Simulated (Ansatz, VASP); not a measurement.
**Bi in VASP and in Ansatz**

```xyz
4
Lattice="3.5580 0.0000 0.0000 -1.7790 3.0813 0.0000 0.0000 0.0000 11.6204" Properties=species:S:1:pos:R:3 pbc="T T T"
Bi    0.0000    0.0000    0.0000
Bi    0.0000    0.0000    5.8102
Bi    0.0000    2.0542    2.9051
Bi    1.7790    1.0271    8.7153
```

Alike in both runs: task relaxation of cell and atoms; functional revPBE; k mesh 10 × 10 × 3; occupations fermi-dirac, width 0.1 eV; no spin polarisation.

|  | VASP | Ansatz |
| --- | --- | --- |
| version | VASP 6.6.1 | Ansatz 0.2.0 |
| potentials or method | VASP PAW PBE potentials, release 64 (Bi_d), cutoff 600 eV | plane waves (420 eV) with PAW, scalar-relativistic |
| valence electrons in the cell | 60 | 60 |

Ansatz gave:

```
relaxed volume (Å³/atom)                                        : 32.34
relaxed length of the cell vector where the two differ most in proportion (Å) : 11.874
```

Q: Which values does VASP return?

A: Relaxed volume (Å³/atom): 32.33; relaxed length of the cell vector where the two differ most in proportion (Å): 11.871.

VASP's potentials were made for PBE, not for revPBE.

Spin-orbit coupling is off throughout.
